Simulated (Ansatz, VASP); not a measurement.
# MgO: VASP beside Ansatz

File INCAR:

```
PREC = Accurate
ENCUT = 520
EDIFF = 1E-6
ISMEAR = -1
SIGMA = 0.02
LREAL = F
LASPH = T
NELM = 80
ALGO = Normal
ISIF = 2
LWAVE = F
LCHARG = T
GGA = PE
LELF = T
LVHAR = T
NBANDS = 11
```

The input KPOINTS:

```
regular mesh
0
Gamma
  10 10 10
```

The input POSCAR:

```
MgO
1.0
    0.0000000000      2.2007597060      2.2007597060
    2.2007597060      0.0000000000      2.2007597060
    2.2007597060      2.2007597060      0.0000000000
Mg O
1 1
Direct
    0.0000000000      0.0000000000      0.0000000000
    0.5000000000      0.5000000000      0.5000000000
```

Input for Ansatz:

```yaml
crystal:
  lattice:
    - [0.0, 2.200759706, 2.200759706]
    - [2.200759706, 0.0, 2.200759706]
    - [2.200759706, 2.200759706, 0.0]
  atoms:
    - { symbol: Mg, position: [0.0, 0.0, 0.0] }
    - { symbol: O, position: [0.5, 0.5, 0.5] }
kpoints:
  mp_grid: { grid: [10, 10, 10] }
  band_path:
    path:
      - [0.0, 0.0, 0.0]
      - [0.5, 0.0, 0.5]
      - [0.625, 0.25, 0.625]
      - [0.375, 0.375, 0.75]
      - [0.5, 0.5, 0.5]
      - [0.5, 0.25, 0.75]
    npoints: 1
hamiltonian:
  xc: pbe
scf:
  occupations: { method: fermi_dirac, width: 0.02 }
  n_extra_bands: 4
output:
  forces: true
  stress: true
  eigenvalues: true
```

Change from the starting cell: hydrostatic strain +4.7%.

Alike in both runs: task single point; functional PBE; k mesh 10 × 10 × 10; occupations fermi-dirac, width 0.02 eV; no spin polarisation.

|  | VASP | Ansatz |
| --- | --- | --- |
| version | VASP 6.6.1 | Ansatz 0.2.0 |
| potentials or method | VASP PAW PBE potentials, release 64 (Mg, O) | plane waves, PAW |
| plane-wave cutoff (eV) | 520 | 420 |
| valence electrons in the cell | 8 | 16 |

VASP gave:

| Item | Value |
| --- | --- |
| gap on the k mesh at the Fermi level (eV) | 3.55 |
| pressure (GPa) | -13.1 |

Task: What did Ansatz give for the same quantities?

Result: gap on the k mesh at the Fermi level (eV): 3.57; pressure (GPa): -12.4.

VASP's potentials hold 8 valence electrons a cell and Ansatz's 16, so a difference there can come from the potentials and not from the codes.
